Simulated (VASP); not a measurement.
Li2O: single point with r2SCAN

Li2O:

```
Li O
1.0
     9.15977    0.00000    0.00000
     0.00000    9.15977    0.00000
     0.00000    0.00000    9.15977
Li O
64 32
Direct
  0.37500 0.12500 0.12500
  0.37500 0.12500 0.62500
  0.37500 0.62500 0.12500
  0.37500 0.62500 0.62500
  0.87500 0.12500 0.12500
  0.87500 0.12500 0.62500
  0.87500 0.62500 0.12500
  0.87500 0.62500 0.62500
  0.12500 0.37500 0.12500
  0.12500 0.37500 0.62500
  0.12500 0.87500 0.12500
  0.12500 0.87500 0.62500
  0.62500 0.37500 0.12500
  0.62500 0.37500 0.62500
  0.62500 0.87500 0.12500
  0.62500 0.87500 0.62500
  0.12500 0.12500 0.37500
  0.12500 0.12500 0.87500
  0.12500 0.62500 0.37500
  0.12500 0.62500 0.87500
  0.62500 0.12500 0.37500
  0.62500 0.12500 0.87500
  0.62500 0.62500 0.37500
  0.62500 0.62500 0.87500
  0.12500 0.12500 0.12500
  0.12500 0.12500 0.62500
  0.12500 0.62500 0.12500
  0.12500 0.62500 0.62500
  0.62500 0.12500 0.12500
  0.62500 0.12500 0.62500
  0.62500 0.62500 0.12500
  0.62500 0.62500 0.62500
  0.37500 0.37500 0.37500
  0.37500 0.37500 0.87500
  0.37500 0.87500 0.37500
  0.37500 0.87500 0.87500
  0.87500 0.37500 0.37500
  0.87500 0.37500 0.87500
  0.87500 0.87500 0.37500
  0.87500 0.87500 0.87500
  0.37500 0.37500 0.12500
  0.37500 0.37500 0.62500
  0.37500 0.87500 0.12500
  0.37500 0.87500 0.62500
  0.87500 0.37500 0.12500
  0.87500 0.37500 0.62500
  0.87500 0.87500 0.12500
  0.87500 0.87500 0.62500
  0.37500 0.12500 0.37500
  0.37500 0.12500 0.87500
  0.37500 0.62500 0.37500
  0.37500 0.62500 0.87500
  0.87500 0.12500 0.37500
  0.87500 0.12500 0.87500
  0.87500 0.62500 0.37500
  0.87500 0.62500 0.87500
  0.12500 0.37500 0.37500
  0.12500 0.37500 0.87500
  0.12500 0.87500 0.37500
  0.12500 0.87500 0.87500
  0.62500 0.37500 0.37500
  0.62500 0.37500 0.87500
  0.62500 0.87500 0.37500
  0.62500 0.87500 0.87500
  0.00000 0.00000 0.00000
  0.00000 0.00000 0.50000
  0.00000 0.50000 0.00000
  0.00000 0.50000 0.50000
  0.50000 0.00000 0.00000
  0.50000 0.00000 0.50000
  0.50000 0.50000 0.00000
  0.50000 0.50000 0.50000
  0.25000 0.25000 0.00000
  0.25000 0.25000 0.50000
  0.25000 0.75000 0.00000
  0.25000 0.75000 0.50000
  0.75000 0.25000 0.00000
  0.75000 0.25000 0.50000
  0.75000 0.75000 0.00000
  0.75000 0.75000 0.50000
  0.25000 0.00000 0.25000
  0.25000 0.00000 0.75000
  0.25000 0.50000 0.25000
  0.25000 0.50000 0.75000
  0.75000 0.00000 0.25000
  0.75000 0.00000 0.75000
  0.75000 0.50000 0.25000
  0.75000 0.50000 0.75000
  0.00000 0.25000 0.25000
  0.00000 0.25000 0.75000
  0.00000 0.75000 0.25000
  0.00000 0.75000 0.75000
  0.50000 0.25000 0.25000
  0.50000 0.25000 0.75000
  0.50000 0.75000 0.25000
  0.50000 0.75000 0.75000
```

- Program: VASP 6.6.1
- Task: single point
- Functional: r2SCAN
- Potentials or basis: VASP PAW PBE potentials, release 64 (Li_sv, O)
- Cutoff: 830 eV
- k mesh: 1 × 1 × 1, shifted
- Occupations: fermi-dirac, width 0.05 eV
- Spin: no spin polarisation

* Pressure: -0.5 GPa
* Band gap on the k mesh: 6.41 eV

Levels at points of the mesh, in eV from the valence-band top:
| k point | band 188 | band 189 | band 190 | band 191 | band 192 | band 193 | band 194 | band 195 | band 196 | band 197 |
| --- | --- | --- | --- | --- | --- | --- | --- | --- | --- | --- |
| (0.25, 0.25, 0.25) | -0.18 | -0.18 | -0.18 | 0.00 | 0.00 | 6.41 | 6.41 | 6.41 | 6.79 | 7.18 |

Wall time 68 min on 4 MPI ranks on AMD EPYC 7R43 64-Core Processor (Zen 3) (shared host), peak memory 0.61 GiB a rank.

Caveat: the PAW data sets were made with another functional, which shifts forces and pressure a little; a shifted mesh leaves out Γ, where band edges can lie. A k mesh can miss the band edges.
